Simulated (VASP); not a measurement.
In2O3, 10 atoms in the cell. The structure is trigonal, space group R-3c (No. 167). The conventional cell has a = 5.487 Å, b = 5.487 Å, c = 14.510 Å, α = 90.00°, β = 90.00°, γ = 120.00°. Within 2.8 Å of In (site symmetry 3) lie 6 O at 2.12 to 2.26 Å. Within 3.1 Å of O (site symmetry 2) lie 4 In at 2.12 to 2.26 Å and 8 O at 2.83 to 3.10 Å. 

- Program: VASP 6.6.1
- Task: single point
- Functional: LDA
- Potentials or basis: VASP PAW LDA potentials, release 64 (In_d, O)
- Cutoff: 520 eV
- k mesh: 6 × 6 × 6
- Occupations: gaussian, width 0.01 eV
- Spin: no spin polarisation
- Dipole correction: no
- Further INCAR settings: ALGO = Normal; EDIFF = 1e-06; NBANDS = 55

Potentials or basis: VASP PAW LDA potentials, release 64 (In_d, O).

Run with:

```bash
$ cat potpaw_LDA.64/In_d/POTCAR potpaw_LDA.64/O/POTCAR > POTCAR
$ mpirun -np 1 vasp_std > vasp.out
```

Hardware: 1 thread of Oxide Virtual Turin-like Processor (shared host).

Problem. Estimate the wall time of this run.

Solution. It took 14 min on 1 thread of Oxide Virtual Turin-like Processor, with other jobs on the host, peak memory 0.31 GiB. Counts: scf iterations 14, k points 32.
